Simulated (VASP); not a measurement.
# Li (Fm-3m) in VASP: a series of runs

Runs on Li. Level: LDA. Tasks: electric field gradients.

Everything below comes from runs of VASP 6.6.1. Logs are shortened: lines on timing, memory, paths and dates and some standing lists are left out, and cuts for length are marked.

## 1. The cell of the first run

Symmetry: Fm-3m, No. 225, cubic system. Conventional cell: a = 4.374 Å, b = 4.374 Å, c = 4.374 Å, α = 90.00°, β = 90.00°, γ = 90.00°. Within 4.1 Å of Li (site symmetry m-3m) lie 12 Li at 3.09 Å.

This isn't the form of Li at room conditions, which is bcc.

## 2. Electric field gradients, LDA (20.93 Å³/atom)

File INCAR:

```
PREC     = Accurate       # precision mode
ENCUT    = 520            # plane-wave cutoff, eV
EDIFF    = 1E-8           # SCF threshold, eV
ISMEAR   = -1             # smearing method
SIGMA    = 0.05           # smearing width, eV
LREAL    = False          # projectors in reciprocal space
LASPH    = True           # aspherical terms in the spheres
NELM     = 60             # most SCF steps
ALGO     = Normal         # electronic algorithm
ISIF     = 2              # what is computed and relaxed
LWAVE    = False          # write WAVECAR
LCHARG   = False          # write CHGCAR
GGA      = CA             # functional
LEFG     = True         
NBANDS   = 8              # bands
```

File KPOINTS:

```
Automatic mesh
0
Gamma
  16 16 16
```

File POSCAR:

```
Li
1.0
    0.0000000000      2.1872210312      2.1872210312
    2.1872210312      0.0000000000      2.1872210312
    2.1872210312      2.1872210312      0.0000000000
Li
1
Direct
    0.0000000000      0.0000000000      0.0000000000
```

Potentials or basis: VASP PAW LDA potentials, release 64 (Li_sv).

On the command line:

```
> cat potpaw_LDA.64/Li_sv/POTCAR > POTCAR
> mpirun -np 1 vasp_std > vasp.out
```

OUTCAR:

```text
PREC = Accurate
   ENCUT = 520
   EDIFF = 1E-8
   ISMEAR = -1
   LREAL = False
   LASPH = True
   NELM = 60
   ISIF = 2
   GGA = CA

 ion  position               nearest neighbor table
   1  0.000  0.000  0.000-

  LATTYP: Found a face centered cubic cell.
 ALAT       =     4.3744420624

  Lattice vectors:

 A1 = (   0.0000000000,   2.1872210312,   2.1872210312)
 A2 = (   2.1872210312,   0.0000000000,   2.1872210312)
 A3 = (   2.1872210312,   2.1872210312,   0.0000000000)

Analysis of symmetry for initial positions (statically):
=====================================================================
 Subroutine PRICEL returns:
 Original cell was already a primitive cell.

 Routine SETGRP: Setting up the symmetry group for a
 face centered cubic supercell.

 Subroutine GETGRP returns: Found 48 space group operations
 (whereof 48 operations were pure point group operations)
 out of a pool of 48 trial point group operations.

The static configuration has the point symmetry O_h .

Analysis of symmetry for dynamics (positions and initial velocities):
=====================================================================
 Subroutine PRICEL returns:
 Original cell was already a primitive cell.

 Routine SETGRP: Setting up the symmetry group for a
 face centered cubic supercell.

 Subroutine GETGRP returns: Found 48 space group operations
 (whereof 48 operations were pure point group operations)
 out of a pool of 48 trial point group operations.

The dynamic configuration has the point symmetry O_h .

 Subroutine INISYM returns: Found 48 space group operations
 (whereof 48 operations are pure point group operations),
 and found     1 'primitive' translations

----------------------------------------------------------------------------------------

                                     Primitive cell

  volume of cell :      20.9271

  direct lattice vectors                    reciprocal lattice vectors
     0.000000000  2.187221031  2.187221031    -0.228600582  0.228600582  0.228600582
     2.187221031  0.000000000  2.187221031     0.228600582 -0.228600582  0.228600582
     2.187221031  2.187221031  0.000000000     0.228600582  0.228600582 -0.228600582

  length of vectors
     3.093197646  3.093197646  3.093197646     0.395947822  0.395947822  0.395947822

  position of ions in fractional coordinates (direct lattice)
     0.000000000  0.000000000  0.000000000

  ion indices of the primitive-cell ions
   primitive index   ion index
                 1           1

----------------------------------------------------------------------------------------

 KPOINTS: Automatic mesh

Automatic generation of k-mesh.
 Grid dimensions read from file:
 generate k-points for:   16   16   16

 Generating k-lattice:

  Cartesian coordinates                     Fractional coordinates (reciprocal lattice)
    -0.014287536  0.014287536  0.014287536     0.062500000  0.000000000  0.000000000
     0.014287536 -0.014287536  0.014287536     0.000000000  0.062500000  0.000000000
     0.014287536  0.014287536 -0.014287536     0.000000000  0.000000000  0.062500000

  Length of vectors
     0.024746739  0.024746739  0.024746739

  Shift w.r.t. Gamma in fractional coordinates (k-lattice)
     0.000000000  0.000000000  0.000000000

 Subroutine IBZKPT returns following result:
 ===========================================

 Found    145 irreducible k-points:

 Following reciprocal coordinates:
            Coordinates               Weight
  0.000000  0.000000  0.000000      1.000000
  0.062500  0.000000  0.000000      8.000000
  0.125000  0.000000  0.000000      8.000000
  0.187500  0.000000  0.000000      8.000000
  0.250000  0.000000  0.000000      8.000000
  0.312500  0.000000  0.000000      8.000000
[... 16 lines left out ...]
 -0.125000  0.062500  0.000000     24.000000
 -0.062500  0.062500  0.000000     12.000000
 [... further k-points ...]
   k-points           NKPTS =    145   k-points in BZ     NKDIM =    145   number of bands    NBANDS=      8
   number of dos      NEDOS =    301   number of ions     NIONS =      1
   total plane-waves  NPLWV =  13824
   dimension x,y,z NGX =    24 NGY =   24 NGZ =   24
   dimension x,y,z NGXF=    48 NGYF=   48 NGZF=   48
   ions per type =               1
   NGX,Y,Z   is equivalent  to a cutoff of  12.90, 12.90, 12.90 a.u.
   NGXF,Y,Z  is equivalent  to a cutoff of  25.80, 25.80, 25.80 a.u.
 SYSTEM =  unknown system
   PREC   = accura    normal or accurate (medium, high low for compatibility)
   ISTART =      0    job   : 0-new  1-cont  2-samecut
   ICHARG =      2    charge: 1-file 2-atom 10-const
   ISPIN  =      1    spin polarized calculation?
   LNONCOLLINEAR =      F non collinear calculations
   LSORBIT =      F    spin-orbit coupling
   LASPH  =      T    aspherical Exc in radial PAW
   ENCUT  =  520.0 eV  38.22 Ry    6.18 a.u.   5.75  5.75  5.75*2*pi/ulx,y,z
   NELM   =     60;   NELMIN=  2; NELMDL= -5     # of ELM steps
   EDIFF  = 0.1E-07   stopping-criterion for ELM
   LREAL  =      F    real-space projection
   EDIFFG = 0.1E-06   stopping-criterion for IOM
   NSW    =      0    number of steps for IOM
   IBRION =     -1    ionic relax: 0-MD 1-quasi-New 2-CG
   NFREE  =      0    steps in history (QN), initial steepest desc. (CG)
   ISIF   =      2    stress and relaxation
   ISYM   =      2    0-nonsym 1-usesym 2-fastsym
   POTIM  = 0.5000    time-step for ionic-motion
   TEBEG  =    0.0;   TEEND  =   0.0 temperature during run
   PSTRESS=    0.0 pullay stress
   NELECT =       3.0000    total number of electrons
   NUPDOWN=      -1.0000    fix difference up-down
   EMIN   =  10.00;   EMAX   =-10.00  energy-range for DOS
   EFERMI =   0.00;   METHOD = LEGACY
   ISMEAR =    -1;   SIGMA  =   0.05  broadening in eV -4-tet -1-fermi 0-gaus
   EFERMI_NEDOS =   21; number of points for ismear=-14 and -15
   IALGO  =     38    algorithm
   IMIX   =      4    mixing-type and parameters
     AMIX     =   0.40;   BMIX     =  1.00
     AMIX_MAG =   1.60;   BMIX_MAG =  1.00
  volume/ion in A,a.u.               =      20.93       141.22
  Fermi-wavevector in a.u.,A,eV,Ry     =   0.856800  1.619116  9.988112  0.734106
  Thomas-Fermi vector in A             =   1.973756
   LORBIT       =      0    0 simple, 1 ext, 2 COOP (PROOUT), +10 PAW based schemes
   GGA     = CA    functional components
   LHFCALC =     F    Hartree Fock is set to
   AEXX    =    0.0000 exact exchange contribution
   IVDW    =     0    specifies the selected vdW correction
   LEPSILON=     F    determine dielectric tensor
   LRPA    =     F    only Hartree local field effects (RPA)
 non-spin polarized calculation
  energy-cutoff  :      520.00
  volume of cell :       20.93
 maximum number of plane-waves:       588
   NGX = 11   NGY = 11   NGZ = 11

 number of electron       3.0000000 magnetization

 Free energy of the ion-electron system (eV)
  ---------------------------------------------------
  ext. energy  EPLUGINS =         0.00000000
  ---------------------------------------------------
  free energy    TOTEN  =        -2.04215040 eV

  energy without entropy =       -2.03847267  energy(sigma->0) =       -2.04031153

 E-fermi :   0.5004     XC(G=0):  -7.0640

 val. band max:        0.4306113038   @ k =   0.4375   0.3750   0.0625
 cond. band min:       0.5010060570   @ k =   0.5000   0.0000   0.0000
 fundamental gap:      0.0703947533
 Fermi energy:         0.5003634611

 k-point     1 :       0.0000    0.0000    0.0000
  band No.  band energies     occupation
      1     -45.1743      2.00000
      2      -2.9430      2.00000
      3      14.3069      0.00000
      4      14.3069      0.00000
      5      14.3069      0.00000
      6      18.3869      0.00000
      7      18.3869      0.00000
      8      18.3869      0.00000

 k-point     2 :       0.0625    0.0000    0.0000
  band No.  band energies     occupation
      1     -45.1737      2.00000
      2      -2.8752      2.00000
      3      13.6021      0.00000
      4      14.1600      0.00000
      5      14.1600      0.00000
      6      17.7230      0.00000
      7      18.6518      0.00000
      8      18.6518      0.00000
[... 221 lines left out ...]
 k-point    23 :      -0.1250    0.0625    0.0000
  band No.  band energies     occupation
      1     -45.1704      2.00000
      2      -2.5129      2.00000
      3      11.3409      0.00000
      4      12.6694      0.00000
      5      14.2615      0.00000
      6      17.4886      0.00000
      7      19.0161      0.00000
      8      19.9194      0.00000

 k-point    24 :      -0.0625    0.0625    0.0000
  band No.  band energies     occupation
      1     -45.1727      2.00000
      2      -2.7622      2.00000
      3      12.9985      0.00000
      4      13.2040      0.00000
      5      14.3666      0.00000
      6      17.3784      0.00000
      7      18.6317      0.00000
      8      19.6888      0.00000

 [... further k-points ...]

------------------------ aborting loop because EDIFF is reached ----------------------------------------

  FORCE on cell =-STRESS in cart. coord.  units (eV):
  Direction    XX          YY          ZZ          XY          YZ          ZX
  --------------------------------------------------------------------------------------
  -------------------------------------------------------------------------------------
  Total       -0.1778232     -0.1778232     -0.1778232      0.0000000      0.0000000     -0.0000000
  in kB      -13.6141618    -13.6141618    -13.6141618      0.0000000      0.0000000     -0.0000000
  external PRESSURE =     -13.6141618 kB  Pullay stress =       0.0000000 kB

 VOLUME and BASIS-vectors are now :
 -----------------------------------------------------------------------------
  energy-cutoff  :      520.00
  volume of cell :       20.93
      direct lattice vectors                 reciprocal lattice vectors
     0.000000000  2.187221031  2.187221031    -0.228600582  0.228600582  0.228600582
     2.187221031  0.000000000  2.187221031     0.228600582 -0.228600582  0.228600582
     2.187221031  2.187221031  0.000000000     0.228600582  0.228600582 -0.228600582

 POSITION                                       TOTAL-FORCE (eV/Angst)
 -----------------------------------------------------------------------------------
      0.00000      0.00000      0.00000         0.000000      0.000000      0.000000
 -----------------------------------------------------------------------------------
    total drift:                                0.000000      0.000000     -0.000000

  FREE ENERGIE OF THE ION-ELECTRON SYSTEM (eV)
  ---------------------------------------------------
  free  energy   TOTEN  =        -2.0421503975 eV

  energy  without entropy=       -2.0384726694  energy(sigma->0) =       -2.04031153

 Electric field gradients (V/A^2)
---------------------------------------------------------------------
 ion       V_xx      V_yy      V_zz      V_xy      V_xz      V_yz
---------------------------------------------------------------------
   1      -0.000    -0.000    -0.000     0.001     0.001     0.001
---------------------------------------------------------------------

 Electric field gradients after diagonalization (V/A^2)
 (convention: |V_zz| > |V_xx| > |V_yy|)
----------------------------------------------------------------------
 ion       V_xx      V_yy      V_zz     asymmetry (V_yy - V_xx)/ V_zz
----------------------------------------------------------------------
   1      -0.001    -0.001     0.001       0.000
----------------------------------------------------------------------

           NMR quadrupolar parameters

 Cq : quadrupolar parameter    Cq=e*Q*V_zz/h
 eta: asymmetry parameters     (V_yy - V_xx)/ V_zz
 Q  : nuclear electric quadrupole moment in mb (millibarn)
----------------------------------------------------------------------
 ion       Cq(MHz)       eta       Q (mb)
----------------------------------------------------------------------
   1       0.000       0.000       1.000
----------------------------------------------------------------------
```

Wall time 18 s (1 thread of Intel Xeon Platinum 8175M at 2.50GHz (Skylake/Cascade Lake), shared host); peak memory 0.12 GiB.

What came out:

| Item | Value |
| --- | --- |
| Free energy | -2.0422 eV |
| Band gap on the k mesh | zero (an odd number of electrons rules out a gap without spin polarisation) |
| Largest electric field gradient by atom | zero within the noise of the run |

Caveat: the cutoff is under 1.25 times the usual one of these potentials, so pressure, stress and relaxed cells hold a basis-set (Pulay) error.

## 3. Electric field gradients, LDA (21.14 Å³/atom)

This run uses another cell than the first one, of 21.14 Å³/atom.

File INCAR:

```
SYSTEM = Li
PREC = Accurate ; ENCUT = 520
EDIFF = 1E-8 ; ISMEAR = -1
SIGMA = 0.05 ; LREAL = .False.
LASPH = .True. ; NELM = 80
ALGO = Normal ; ISIF = 2
LWAVE = .False. ; LCHARG = .False.
GGA = CA ; LEFG = .True.
NBANDS = 8
```

File KPOINTS:

```
Automatic mesh
0
Gamma
  16 16 16
  0 0 0
```

File POSCAR:

```
Li
1.0
    0.0000000000      2.1946353965      2.1946353965
    2.1946353965      0.0000000000      2.1946353965
    2.1946353965      2.1946353965      0.0000000000
Li
1
Direct
    0.0000000000      0.0000000000      0.0000000000
```

Potentials or basis: VASP PAW LDA potentials, release 64 (Li_sv).

On the command line:

```
> cat potpaw_LDA.64/Li_sv/POTCAR > POTCAR
> mpirun -np 1 vasp_std > vasp.out
```

OUTCAR:

```text
SYSTEM = Li
   PREC = Accurate
   ENCUT = 520
   EDIFF = 1E-8
   ISMEAR = -1
   LREAL = .False.
   LASPH = .True.
   NELM = 80
   ISIF = 2
   GGA = CA

 ion  position               nearest neighbor table
   1  0.000  0.000  0.000-

  LATTYP: Found a face centered cubic cell.
 ALAT       =     4.3892707930

  Lattice vectors:

 A1 = (   0.0000000000,   2.1946353965,   2.1946353965)
 A2 = (   2.1946353965,   0.0000000000,   2.1946353965)
 A3 = (   2.1946353965,   2.1946353965,   0.0000000000)

[... 467 lines left out ...]
    total drift:                               -0.000000      0.000000     -0.000000

  FREE ENERGIE OF THE ION-ELECTRON SYSTEM (eV)
  ---------------------------------------------------
  free  energy   TOTEN  =        -2.0404251589 eV

  energy  without entropy=       -2.0367386822  energy(sigma->0) =       -2.03858192

 Electric field gradients (V/A^2)
---------------------------------------------------------------------
 ion       V_xx      V_yy      V_zz      V_xy      V_xz      V_yz
---------------------------------------------------------------------
   1      -0.000     0.000    -0.000     0.001     0.001     0.001
---------------------------------------------------------------------

 Electric field gradients after diagonalization (V/A^2)
 (convention: |V_zz| > |V_xx| > |V_yy|)
----------------------------------------------------------------------
 ion       V_xx      V_yy      V_zz     asymmetry (V_yy - V_xx)/ V_zz
----------------------------------------------------------------------
   1      -0.001    -0.001     0.002       0.000
----------------------------------------------------------------------

           NMR quadrupolar parameters

 Cq : quadrupolar parameter    Cq=e*Q*V_zz/h
 eta: asymmetry parameters     (V_yy - V_xx)/ V_zz
 Q  : nuclear electric quadrupole moment in mb (millibarn)
----------------------------------------------------------------------
 ion       Cq(MHz)       eta       Q (mb)
----------------------------------------------------------------------
   1       0.000       0.000       1.000
----------------------------------------------------------------------
```

OSZICAR:

```text
N       E                     dE             d eps       ncg     rms          rms(c)
DAV:   1    -0.261285565484E+00   -0.26129E+00   -0.70845E+02  2352   0.257E+02
DAV:   2    -0.201484714461E+01   -0.17536E+01   -0.17375E+01  3392   0.342E+01
DAV:   3    -0.204166940974E+01   -0.26822E-01   -0.26810E-01  2720   0.336E+00
DAV:   4    -0.204206983343E+01   -0.40042E-03   -0.40042E-03  3648   0.337E-01
DAV:   5    -0.204207045438E+01   -0.62095E-06   -0.62098E-06  2816   0.112E-02    0.246E-01
DAV:   6    -0.204097485391E+01    0.10956E-02   -0.37027E-04  3960   0.774E-02    0.138E-01
DAV:   7    -0.204042270852E+01    0.55215E-03   -0.82115E-04  3904   0.120E-01    0.280E-02
DAV:   8    -0.204042489989E+01   -0.21914E-05   -0.19320E-05  2704   0.287E-02    0.139E-03
DAV:   9    -0.204042512305E+01   -0.22316E-06   -0.36031E-07  3472   0.493E-03    0.558E-04
DAV:  10    -0.204042516371E+01   -0.40655E-07   -0.46834E-08  3336   0.117E-03    0.296E-04
DAV:  11    -0.204042515888E+01    0.48296E-08   -0.22752E-09  1536   0.304E-04
   1 F= -.20404252E+01 E0= -.20385819E+01  d E =-.368648E-02
```

It took 17 s on 1 thread of Intel Xeon Platinum 8175M at 2.50GHz (Skylake/Cascade Lake), shared host; peak memory 0.13 GiB.

Results:

| Item | Value |
| --- | --- |
| Free energy | -2.0404 eV |
| Band gap on the k mesh | zero (an odd number of electrons rules out a gap without spin polarisation) |
| Largest electric field gradient by atom | zero within the noise of the run |

Caveat: the cutoff is under 1.25 times the usual one of these potentials, so pressure, stress and relaxed cells hold a basis-set (Pulay) error.

[end of part 1 of 3]
